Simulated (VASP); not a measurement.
Wanted: the native input for a VASP 6.6.1 run.

```yaml
Task: single point
Functional: LDA
Potentials_or_basis: VASP PAW LDA potentials, release 64 (Pt)
Cutoff: 500 eV
k_mesh: 12 × 12 × 12
Occupations: fermi-dirac, width 0.1 eV
Spin: no spin polarisation
Dipole_correction: no
Further_INCAR_settings: ALGO = Normal; EDIFF = 1e-06; NBANDS = 11
```

The structure of Pt lies in POSCAR:

```
Pt
1.0
    0.0000000000      1.9609000000      1.9609000000
    1.9609000000      0.0000000000      1.9609000000
    1.9609000000      1.9609000000      0.0000000000
Pt
1
Direct
    0.0000000000      0.0000000000      0.0000000000
```

These files were run (other wordings do the same):

INCAR

```
SYSTEM = Pt
  PREC = Accurate
  ENCUT = 500
  EDIFF = 1E-6
  ISMEAR = -1
  SIGMA = 0.1
  LREAL = .False.
  LASPH = .True.
  NELM = 120
  ALGO = Normal
  ISIF = 2
  LWAVE = .False.
  LCHARG = .False.
  NBANDS = 11
  GGA_COMPAT = .False.
```

KPOINTS

```
Automatic mesh
0
Gamma
  12 12 12
  0 0 0
```

Potentials or basis: VASP PAW LDA potentials, release 64 (Pt).

Run with:

```bash
$ cat potpaw_LDA.64/Pt/POTCAR > POTCAR
$ mpirun -np 1 vasp_std > vasp.out
```

It gave:

```yaml
Pressure: -5.1 GPa
Band_gap_on_the_k_mesh: zero (band 5 reaches 11.64 eV, above the bottom of band 6 at 9.41 eV)
```

Caveat: spin-orbit coupling is left out, which moves the levels of the heavy elements.

Run time: 14 s on 1 thread of Intel Xeon 8259CL, with other jobs on the host, peak memory 0.13 GiB.
